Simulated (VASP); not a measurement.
# SiNi in VASP: further runs, part 2 of 2

VASP 6.6.1.

## 4. Electric field gradients, PBE, collinear spin, ferromagnetic start (11.40 Å³/atom)

This run uses another cell than the first one, of 11.40 Å³/atom.

INCAR reads:

```
PREC = Accurate
ENCUT = 520
EDIFF = 1E-8
ISMEAR = -1
SIGMA = 0.05
LREAL = False
LASPH = True
NELM = 150
ALGO = Normal
ISIF = 2
LWAVE = False
LCHARG = False
ISPIN = 2
MAGMOM = 0 0 1.5 1.5
LORBIT = 11
LMAXMIX = 4
GGA = PE
LEFG = True
NBANDS = 26
```

KPOINTS reads:

```
Automatic mesh
0
Gamma
  11 10 7
```

POSCAR reads:

```
SiNi
1.0
    3.0063065020      0.0000000000      0.0000000000
    0.0000000000      3.2515295394      0.0000000000
    0.0000000000      0.0000000000      4.6662304594
Si Ni
2 2
Direct
    0.5000000000      0.5000000000      0.8423000000
    0.0000000000      0.0000000000      0.1577000000
    0.5000000000      0.5000000000      0.3442200000
    0.0000000000      0.0000000000      0.6557800000
```

Potentials or basis: VASP PAW PBE potentials, release 64 (Si, Ni).

Run with:

```sh
cat potpaw_PBE.64/Si/POTCAR potpaw_PBE.64/Ni/POTCAR > POTCAR
mpirun -np 1 vasp_std > vasp.out
```

OUTCAR:

```text
PREC = Accurate
   ENCUT = 520
   EDIFF = 1E-8
   ISMEAR = -1
   LREAL = False
   LASPH = True
   NELM = 150
   ISIF = 2
   ISPIN = 2
   LORBIT = 11
   GGA = PE

 ion  position               nearest neighbor table
   1  0.500  0.500  0.842-   3 2.32   3 2.34   4 2.38   4 2.38   4 2.38   4 2.38   2 2.66   2 2.66
                             2 2.66   2 2.66
   2  0.000  0.000  0.158-   4 2.32   4 2.34   3 2.38   3 2.38   3 2.38   3 2.38   1 2.66   1 2.66
                             1 2.66   1 2.66
   3  0.500  0.500  0.344-   1 2.32   1 2.34   2 2.38   2 2.38   2 2.38   2 2.38   4 2.65   4 2.65
                             4 2.65   4 2.65
   4  0.000  0.000  0.656-   2 2.32   2 2.34   1 2.38   1 2.38   1 2.38   1 2.38   3 2.65   3 2.65
                             3 2.65   3 2.65

  LATTYP: Found a simple orthorhombic cell.
 ALAT       =     3.0063065020
 B/A-ratio  =     1.0815695396
 C/A-ratio  =     1.5521472798

  Lattice vectors:

 A1 = (   3.0063065020,   0.0000000000,   0.0000000000)
 A2 = (   0.0000000000,   3.2515295394,   0.0000000000)
 A3 = (   0.0000000000,   0.0000000000,   4.6662304594)

Analysis of symmetry for initial positions (statically):
=====================================================================
 Subroutine PRICEL returns:
 Original cell was already a primitive cell.

 Routine SETGRP: Setting up the symmetry group for a
 simple orthorhombic supercell.

 Subroutine GETGRP returns: Found  8 space group operations
 (whereof  4 operations were pure point group operations)
 out of a pool of  8 trial point group operations.

The static configuration has the point symmetry C_2v.
 The point group associated with its full space group is D_2h.

Analysis of symmetry for dynamics (positions and initial velocities):
=====================================================================
 Subroutine PRICEL returns:
 Original cell was already a primitive cell.

 Routine SETGRP: Setting up the symmetry group for a
 simple orthorhombic supercell.

 Subroutine GETGRP returns: Found  8 space group operations
 (whereof  4 operations were pure point group operations)
 out of a pool of  8 trial point group operations.

The dynamic configuration has the point symmetry C_2v.
 The point group associated with its full space group is D_2h.

Analysis of structural, dynamic, and magnetic symmetry:
=====================================================================
 Subroutine PRICEL returns:
 Original cell was already a primitive cell.

 Routine SETGRP: Setting up the symmetry group for a
 simple orthorhombic supercell.

 Subroutine GETGRP returns: Found  8 space group operations
 (whereof  4 operations were pure point group operations)
 out of a pool of  8 trial point group operations.

The overall configuration has the point symmetry C_2v.
 The point group associated with its full space group is D_2h.

 Subroutine INISYM returns: Found  8 space group operations
 (whereof  4 operations are pure point group operations),
 and found     1 'primitive' translations

----------------------------------------------------------------------------------------
[... 144 lines left out ...]

  energy without entropy =      -23.57688064  energy(sigma->0) =      -23.58244239

 E-fermi :  11.5432     XC(G=0): -12.5578

 val. band max:       11.5425918654   @ k =   0.1818   0.2000   0.1429
 cond. band min:      11.5535513010   @ k =   0.0909   0.2000   0.4286
 fundamental gap:      0.0109594357
 Fermi energy:        11.5432217500

 spin component 1

 k-point     1 :       0.0000    0.0000    0.0000
  band No.  band energies     occupation
      1      -2.4338      1.00000
      2       3.3856      1.00000
      3       5.0185      1.00000
      4       7.3267      1.00000
      5       7.9602      1.00000
      6       8.5204      1.00000
[... 685 lines left out ...]
     25      27.6435      0.00000
     26      28.2502      0.00000

 [... further k-points ...]

 spin component 2

 k-point     1 :       0.0000    0.0000    0.0000
  band No.  band energies     occupation
      1      -2.4338      1.00000
      2       3.3856      1.00000
      3       5.0185      1.00000
      4       7.3267      1.00000
      5       7.9602      1.00000
      6       8.5204      1.00000
[... 685 lines left out ...]
     25      27.6435      0.00000
     26      28.2502      0.00000

 [... further k-points ...]

------------------------ aborting loop because EDIFF is reached ----------------------------------------

  FORCE on cell =-STRESS in cart. coord.  units (eV):
  Direction    XX          YY          ZZ          XY          YZ          ZX
  --------------------------------------------------------------------------------------
  -------------------------------------------------------------------------------------
  Total        1.1581873      1.2640327      1.9299753      0.0000000      0.0000000      0.0000000
  in kB       40.6819939     44.3998759     67.7914929      0.0000000      0.0000000      0.0000000
  external PRESSURE =      50.9577876 kB  Pullay stress =       0.0000000 kB

 VOLUME and BASIS-vectors are now :
 -----------------------------------------------------------------------------
  energy-cutoff  :      520.00
  volume of cell :       45.61
      direct lattice vectors                 reciprocal lattice vectors
     3.006306502  0.000000000  0.000000000     0.332634081  0.000000000  0.000000000
     0.000000000  3.251529539  0.000000000     0.000000000  0.307547567  0.000000000
     0.000000000  0.000000000  4.666230459     0.000000000  0.000000000  0.214305746

 POSITION                                       TOTAL-FORCE (eV/Angst)
 -----------------------------------------------------------------------------------
      1.50315      1.62576      3.93037         0.000000      0.000000      0.142630
      0.00000      0.00000      0.73586         0.000000      0.000000     -0.142630
      1.50315      1.62576      1.60621         0.000000      0.000000     -0.075683
      0.00000      0.00000      3.06002         0.000000      0.000000      0.075683
 -----------------------------------------------------------------------------------
    total drift:                                0.000000      0.000000     -0.000000

  FREE ENERGIE OF THE ION-ELECTRON SYSTEM (eV)
  ---------------------------------------------------
  free  energy   TOTEN  =       -23.5880041401 eV

  energy  without entropy=      -23.5768806394  energy(sigma->0) =      -23.58244239

 Electric field gradients (V/A^2)
---------------------------------------------------------------------
 ion       V_xx      V_yy      V_zz      V_xy      V_xz      V_yz
---------------------------------------------------------------------
   1      25.470     9.158   -34.629     0.000     0.000     0.000
   2      25.470     9.158   -34.629    -0.000     0.000    -0.000
   3       7.483     9.118   -16.601    -0.000    -0.000    -0.000
   4       7.483     9.118   -16.601    -0.000    -0.000    -0.000
---------------------------------------------------------------------

 Electric field gradients after diagonalization (V/A^2)
 (convention: |V_zz| > |V_xx| > |V_yy|)
----------------------------------------------------------------------
 ion       V_xx      V_yy      V_zz     asymmetry (V_yy - V_xx)/ V_zz
----------------------------------------------------------------------
   1      25.470     9.158   -34.629       0.471
   2      25.470     9.158   -34.629       0.471
   3       9.118     7.483   -16.601       0.099
   4       9.118     7.483   -16.601       0.099
----------------------------------------------------------------------

           NMR quadrupolar parameters

 Cq : quadrupolar parameter    Cq=e*Q*V_zz/h
 eta: asymmetry parameters     (V_yy - V_xx)/ V_zz
 Q  : nuclear electric quadrupole moment in mb (millibarn)
----------------------------------------------------------------------
 ion       Cq(MHz)       eta       Q (mb)
----------------------------------------------------------------------
   1      -0.084       0.471       1.000
   2      -0.084       0.471       1.000
   3      -0.040       0.099       1.000
   4      -0.040       0.099       1.000
----------------------------------------------------------------------

 total charge

# of ion       s       p       d       tot
------------------------------------------
    1        0.749   0.865   0.000   1.614
    2        0.749   0.865   0.000   1.614
    3        0.482   0.620   8.471   9.574
    4        0.482   0.620   8.471   9.574
--------------------------------------------------
tot          2.463   2.971  16.942  22.376

 magnetization (x)

# of ion       s       p       d       tot
------------------------------------------
    1       -0.000  -0.000   0.000  -0.000
    2       -0.000  -0.000   0.000  -0.000
    3       -0.000  -0.000  -0.000  -0.000
    4       -0.000  -0.000  -0.000  -0.000
--------------------------------------------------
tot         -0.000  -0.000  -0.000  -0.000
```

OSZICAR:

```text
N       E                     dE             d eps       ncg     rms          rms(c)
DAV:   1     0.148692330171E+03    0.14869E+03   -0.11630E+04 15040   0.125E+03
DAV:   2    -0.165517796126E+02   -0.16524E+03   -0.15266E+03 15164   0.262E+02
DAV:   3    -0.262478312529E+02   -0.96961E+01   -0.93227E+01 17924   0.711E+01
DAV:   4    -0.264488465493E+02   -0.20102E+00   -0.20043E+00 17874   0.929E+00
DAV:   5    -0.264539917809E+02   -0.51452E-02   -0.51442E-02 18320   0.158E+00    0.222E+01
DAV:   6    -0.318264256164E+02   -0.53724E+01   -0.42709E+01 18032   0.121E+02    0.265E+01
DAV:   7    -0.236166301222E+02    0.82098E+01   -0.17779E+01 18082   0.778E+01    0.360E+00
DAV:   8    -0.236257279770E+02   -0.90979E-02   -0.10410E+00 22102   0.978E+00    0.234E+00
DAV:   9    -0.235891286180E+02    0.36599E-01   -0.12400E-01 20592   0.482E+00    0.593E-01
DAV:  10    -0.235884086918E+02    0.71993E-03   -0.42778E-03 21596   0.670E-01    0.317E-01
DAV:  11    -0.235881443280E+02    0.26436E-03   -0.47937E-04 22314   0.230E-01    0.195E-01
DAV:  12    -0.235880107841E+02    0.13354E-03   -0.26775E-04 21182   0.259E-01    0.487E-02
DAV:  13    -0.235880078140E+02    0.29701E-05   -0.23016E-05 21228   0.517E-02    0.221E-02
DAV:  14    -0.235880054157E+02    0.23983E-05   -0.20734E-06 23438   0.167E-02    0.889E-03
DAV:  15    -0.235880043294E+02    0.10863E-05   -0.80910E-07 23096   0.103E-02    0.230E-03
DAV:  16    -0.235880041510E+02    0.17846E-06   -0.11357E-07 20052   0.289E-03    0.834E-04
DAV:  17    -0.235880041349E+02    0.16038E-07   -0.53902E-09  8752   0.731E-04    0.296E-04
DAV:  18    -0.235880041401E+02   -0.51677E-08   -0.11965E-09  8144   0.280E-04
   1 F= -.23588004E+02 E0= -.23582442E+02  d E =-.111235E-01  mag=    -0.0000
```

stdout:

```text
POSCAR found type information on POSCAR SiNi
 POSCAR found :  2 types and       4 ions
 scaLAPACK will be used
 LDA part: xc-table for (Slater+PW92), standard interpolation
 POSCAR, INCAR and KPOINTS ok, starting setup
 FFT: planning ... GRIDC
 FFT: planning ... GRID_SOFT
 FFT: planning ... GRID
 WAVECAR not read
 entering main loop
ion   1

ion   2

ion   3

ion   4
```

It took 3.1 min on 1 thread of Intel Xeon Platinum 8488C (Sapphire Rapids), shared host; peak memory 0.35 GiB.

Results:

| Property | Result |
| --- | --- |
| Free energy | -23.5880 eV |
| Pressure | 5.1 GPa |
| Largest force | 0.143 eV/Å |
| Band gap on the k mesh | zero (filled and empty bands overlap) |
| Net moment | 0.00 μB per cell |
| Largest electric field gradient by atom | Si -34.6; Ni -16.6 V/Å² |
| Valence electrons inside the program's atomic spheres | Si 1.61; Ni 9.57 |

Forces in eV/Å, atoms in the order of the input:
```
Si   0.000  0.000  0.143
Si   0.000  0.000 -0.143
Ni   0.000  0.000 -0.076
Ni   0.000  0.000  0.076
```

Stress tensor (GPa, compression positive):
```
4.07 0.00 0.00
0.00 4.44 0.00
0.00 0.00 6.78
```

Electric field gradients, principal values (V/Å²):
| atom | least | middle | greatest (by size) |
| --- | --- | --- | --- |
| 1 Si | 9.158 | 25.470 | -34.629 |
| 2 Si | 9.158 | 25.470 | -34.629 |
| 3 Ni | 7.483 | 9.118 | -16.601 |
| 4 Ni | 7.483 | 9.118 | -16.601 |

Caveat: the cell stands under pressure; the moments typed at the start vanished in this run; without QUAD_EFG the Cq values of the log hold for a quadrupole moment of 1 mb, not for the nuclei.

## 5. Electric field gradients, PBE, collinear spin, ferromagnetic start (10.94 Å³/atom)

This run uses another cell than the first one, of 10.94 Å³/atom.

INCAR reads:

```
SYSTEM = SiNi
  PREC = Accurate
  ENCUT = 520
  EDIFF = 1E-8
  ISMEAR = -1
  SIGMA = 0.05
  LREAL = .FALSE.
  LASPH = .TRUE.
  NELM = 150
  ALGO = Normal
  ISIF = 2
  LWAVE = .FALSE.
  LCHARG = .FALSE.
  ISPIN = 2
  MAGMOM = 0 0 1.5 1.5
  LORBIT = 11
  LMAXMIX = 4
  GGA = PE
  LEFG = .TRUE.
  NBANDS = 26
```

KPOINTS reads:

```
regular mesh
0
G
  11 10 7
  0 0 0
```

POSCAR reads:

```
SiNi
1.0
    2.9648349084      0.0000000000      0.0000000000
    0.0000000000      3.2066751269      0.0000000000
    0.0000000000      0.0000000000      4.6018604381
Si Ni
2 2
Direct
    0.5000000000      0.5000000000      0.8423000000
    0.0000000000      0.0000000000      0.1577000000
    0.5000000000      0.5000000000      0.3442200000
    0.0000000000      0.0000000000      0.6557800000
```

Potentials or basis: VASP PAW PBE potentials, release 64 (Si, Ni).

Run with:

```sh
cat potpaw_PBE.64/Si/POTCAR potpaw_PBE.64/Ni/POTCAR > POTCAR
mpirun -np 1 vasp_std > vasp.out
```

OUTCAR:

```text
SYSTEM = SiNi
   PREC = Accurate
   ENCUT = 520
   EDIFF = 1E-8
   ISMEAR = -1
   LREAL = .FALSE.
   LASPH = .TRUE.
   NELM = 150
   ISIF = 2
   ISPIN = 2
   LORBIT = 11
   GGA = PE

 ion  position               nearest neighbor table
   1  0.500  0.500  0.842-   3 2.29   3 2.31   4 2.35   4 2.35   4 2.35   4 2.35   2 2.62   2 2.62
                             2 2.62   2 2.62
   2  0.000  0.000  0.158-   4 2.29   4 2.31   3 2.35   3 2.35   3 2.35   3 2.35   1 2.62   1 2.62
                             1 2.62   1 2.62
   3  0.500  0.500  0.344-   1 2.29   1 2.31   2 2.35   2 2.35   2 2.35   2 2.35   4 2.61   4 2.61
                             4 2.61   4 2.61
   4  0.000  0.000  0.656-   2 2.29   2 2.31   1 2.35   1 2.35   1 2.35   1 2.35   3 2.61   3 2.61
                             3 2.61   3 2.61

  LATTYP: Found a simple orthorhombic cell.
 ALAT       =     2.9648349084
 B/A-ratio  =     1.0815695396
 C/A-ratio  =     1.5521472798

  Lattice vectors:

 A1 = (   2.9648349084,   0.0000000000,   0.0000000000)
 A2 = (   0.0000000000,   3.2066751269,   0.0000000000)
 A3 = (   0.0000000000,   0.0000000000,   4.6018604381)

Analysis of symmetry for initial positions (statically):
=====================================================================
 Subroutine PRICEL returns:
 Original cell was already a primitive cell.

[... 1637 lines left out ...]
   1      26.325     9.258   -35.583     0.000     0.000     0.000
   2      26.325     9.258   -35.583    -0.000     0.000    -0.000
   3      10.411    10.057   -20.468    -0.000    -0.000    -0.000
   4      10.411    10.057   -20.468     0.000    -0.000     0.000
---------------------------------------------------------------------

 Electric field gradients after diagonalization (V/A^2)
 (convention: |V_zz| > |V_xx| > |V_yy|)
----------------------------------------------------------------------
 ion       V_xx      V_yy      V_zz     asymmetry (V_yy - V_xx)/ V_zz
----------------------------------------------------------------------
   1      26.325     9.258   -35.583       0.480
   2      26.325     9.258   -35.583       0.480
   3      10.411    10.057   -20.468       0.017
   4      10.411    10.057   -20.468       0.017
----------------------------------------------------------------------

           NMR quadrupolar parameters

 Cq : quadrupolar parameter    Cq=e*Q*V_zz/h
 eta: asymmetry parameters     (V_yy - V_xx)/ V_zz
 Q  : nuclear electric quadrupole moment in mb (millibarn)
----------------------------------------------------------------------
 ion       Cq(MHz)       eta       Q (mb)
----------------------------------------------------------------------
   1      -0.086       0.480       1.000
   2      -0.086       0.480       1.000
   3      -0.049       0.017       1.000
   4      -0.049       0.017       1.000
----------------------------------------------------------------------

 total charge

# of ion       s       p       d       tot
------------------------------------------
    1        0.748   0.894   0.000   1.642
    2        0.748   0.894   0.000   1.642
    3        0.502   0.668   8.497   9.668
    4        0.502   0.668   8.497   9.668
--------------------------------------------------
tot          2.501   3.125  16.994  22.620

 magnetization (x)

# of ion       s       p       d       tot
------------------------------------------
    1       -0.000  -0.000   0.000  -0.000
    2       -0.000  -0.000   0.000  -0.000
    3       -0.000  -0.000   0.000  -0.000
    4       -0.000  -0.000   0.000  -0.000
--------------------------------------------------
tot         -0.000  -0.000   0.000  -0.000
```

Wall time 3.1 min (1 thread of AMD EPYC 9R45 (Zen 5), shared host); peak memory 0.31 GiB.

What came out:

- Free energy: -23.4766 eV
- Pressure: 14.4 GPa
- Largest force: 0.244 eV/Å
- Band gap on the k mesh: zero (filled and empty bands overlap)
- Net moment: 0.00 μB per cell
- Largest electric field gradient by atom: Si -35.6; Ni -20.5 V/Å²
- Valence electrons inside the program's atomic spheres: Si 1.64; Ni 9.67

Forces on the atoms (eV/Å):
```
Si   0.000  0.000  0.244
Si   0.000  0.000 -0.244
Ni   0.000  0.000  0.031
Ni   0.000  0.000 -0.031
```

Electric field gradients, principal values (V/Å²):
| atom | least | middle | greatest (by size) |
| --- | --- | --- | --- |
| 1 Si | 9.258 | 26.325 | -35.583 |
| 2 Si | 9.258 | 26.325 | -35.583 |
| 3 Ni | 10.057 | 10.411 | -20.468 |
| 4 Ni | 10.057 | 10.411 | -20.468 |

Caveat: the stress differs along the axes, from 12 to 18 GPa; the moments typed at the start vanished in this run; without QUAD_EFG the Cq values of the log hold for a quadrupole moment of 1 mb, not for the nuclei.
